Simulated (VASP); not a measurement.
## CsBe3Ag: single point with PBE

CsBe3Ag:

```
Cs Be Ag
1.0
     4.03667    0.00000    0.00000
     0.00000    4.03667    0.00000
     0.00000    0.00000    6.34394
Cs Be Ag
1 3 1
Direct
  0.00000 0.00000 0.00000
  0.00000 0.50000 0.50000
  0.50000 0.00000 0.50000
  0.50000 0.50000 0.50000
  0.00000 0.00000 0.50000
```

The cell was built from a structure type or drawn by symmetry, and may not be a known phase.

- Program: VASP 6.6.1
- Task: single point
- Functional: PBE
- Potentials or basis: VASP PAW PBE potentials, release 64 (Cs_sv, Be, Ag)
- Cutoff: 520 eV
- k mesh: 4 × 4 × 4
- Occupations: gaussian, width 0.1 eV
- Spin: no spin polarisation
- Dipole correction: no
- Further INCAR settings: ALGO = Normal; EDIFF = 1e-06; NBANDS = 21

* Pressure: 14.9 GPa
* Band gap on the k mesh: zero (bands 13 and 14 overlap by 0.77 eV)

Stress tensor (GPa, compression positive):
```
18.57  0.00  0.00
 0.00 18.57  0.00
 0.00  0.00  7.43
```

Levels at points of the mesh, in eV from the Fermi level:
| k point | band 11 | band 12 | band 13 | band 14 | band 15 | band 16 |
| --- | --- | --- | --- | --- | --- | --- |
| (0.00, 0.00, 0.00) | -2.30 | -2.30 | -1.90 | 0.24 | 1.63 | 3.16 |
| (0.50, 0.00, 0.00) | -5.25 | -0.46 | 0.55 | 0.68 | 1.07 | 1.86 |
| (0.50, 0.50, 0.00) | -3.77 | -3.77 | -2.32 | 1.18 | 1.29 | 1.29 |
| (0.00, 0.00, 0.50) | -3.13 | -2.38 | -2.38 | 1.04 | 1.46 | 3.35 |
| (0.50, 0.00, 0.50) | -4.21 | -0.79 | 0.18 | 0.58 | 0.84 | 2.21 |
| (0.50, 0.50, 0.50) | -3.99 | -2.94 | -2.20 | -0.22 | 1.96 | 2.66 |

It took 15 s on 1 thread of Intel(R) Xeon(R) 6975P-C (Granite Rapids), with other jobs on the host, peak memory 0.21 GiB.

Caveat: the k points lie up to 0.39 Å⁻¹ apart, too coarse for converged energies and pressures of a metal; spin-orbit coupling is left out, which moves the levels of the heavy elements.
